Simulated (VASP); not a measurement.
Crystal: Ga3AsP2.

```
CELL_PARAMETERS angstrom
3.90596 0.00000 0.00000
-1.95298 3.38266 0.00000
0.00000 0.00000 9.56218
ATOMIC_POSITIONS crystal
P 0.00000 0.00000 0.00306
P 0.33333 0.66667 0.33052
As 0.66667 0.33333 0.66634
Ga 0.33333 0.66667 0.08325
Ga 0.66667 0.33333 0.41034
Ga 0.00000 0.00000 0.75648
```

Program: VASP 6.6.1. Alike in all runs: task single point; no spin polarisation; cell as given; k mesh 6 × 6 × 2; cutoff (eV) 520; smearing gaussian 0.01 eV.

Question: Order these runs on this cell by their band gap on the k mesh, lowest first.
A. level r2SCAN; potentials or basis VASP PAW PBE potentials, release 64 (P, As, Ga_d)
B. level LDA; potentials or basis VASP PAW LDA potentials, release 64 (P, As, Ga_d)
C. level PBE; potentials or basis VASP PAW PBE potentials, release 64 (P, As, Ga_d)

Answer: B (1.04 eV), C (1.21 eV), A (1.62 eV).

A k mesh can miss the band edges.
